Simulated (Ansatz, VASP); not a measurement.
**Two plane-wave programs on Zn**

The input INCAR:

```
SYSTEM = Zn
PREC = Accurate ; ENCUT = 600
EDIFF = 1E-7 ; ISMEAR = -1
SIGMA = 0.05 ; LREAL = .FALSE.
LASPH = .TRUE. ; NELM = 60
ALGO = Normal ; ISIF = 3
LWAVE = .FALSE. ; LCHARG = .FALSE.
GGA = B5 ; ALDAX = 1.0
AGGAX = 1.0 ; AGGAC = 1.0
ALDAC = 0.0 ; IVDW = 13
VDW_S6 = 1.0 ; VDW_S8 = 2.34076671
VDW_A1 = 0.44488865 ; VDW_A2 = 4.0933009
IBRION = 2 ; NSW = 60
EDIFFG = -0.01
```

KPOINTS

```
Automatic mesh
0
G
  12 12 12
  0 0 0
```

Contents of POSCAR:

```
Zn
1.0
    0.0000000000      1.9647760000      1.9647760000
    1.9647760000      0.0000000000      1.9647760000
    1.9647760000      1.9647760000      0.0000000000
Zn
1
Direct
    0.0000000000      0.0000000000      0.0000000000
```

The input input.yaml:

```yaml
crystal:
  lattice:
    - [0.0, 1.964776, 1.964776]
    - [1.964776, 0.0, 1.964776]
    - [1.964776, 1.964776, 0.0]
  atoms:
    - { symbol: Zn, position: [0.0, 0.0, 0.0] }
hamiltonian:
  xc: blyp
  pseudopotentials: { kind: paw }
  dispersion: d4
kpoints:
  mp_grid: { grid: [12, 12, 12] }
scf:
  occupations: { method: fermi_dirac, width: 0.05 }
output:
  forces: true
  stress: true
  eigenvalues: true
  write_density: true
  write_potential: true
  elf: true
  volumetric_format: npy
relax:
  f_tol: 0.01
  max_steps: 40
  cell: { stress_tol: 0.05 }
```

Alike in both runs: task relaxation of cell and atoms; functional BLYP; dispersion D4; k mesh 12 × 12 × 12; occupations fermi-dirac, width 0.05 eV; no spin polarisation.

|  | VASP | Ansatz |
| --- | --- | --- |
| version | VASP 6.6.1 | Ansatz 0.2.0 |
| potentials or method | VASP PAW PBE potentials, release 64 (Zn) | Ansatz PAW |
| plane-wave cutoff (eV) | 600 | 420 |
| valence electrons in the cell | 12 | 12 |

VASP gave:

| Quantity | Value |
| --- | --- |
| gap on the k mesh at the Fermi level, each at its own relaxed structure (eV) | none |
| relaxed volume (Å³/atom) | 15.14 |
| relaxed cell length with the largest relative difference (Å) | 2.777 |

Q: What did Ansatz give for the same quantities?

A: gap on the k mesh at the Fermi level, each at its own relaxed structure (eV): none; relaxed volume (Å³/atom): 15.08; relaxed cell length with the largest relative difference (Å): 2.773.

VASP's potentials were made for PBE, not for BLYP. A gap of «none» marks a metal or a gap that the smearing closes.

Noted on Ansatz's run: the plane-wave basis is chosen anew once the cell has moved, so the energies of steps on either side of that aren't comparable.
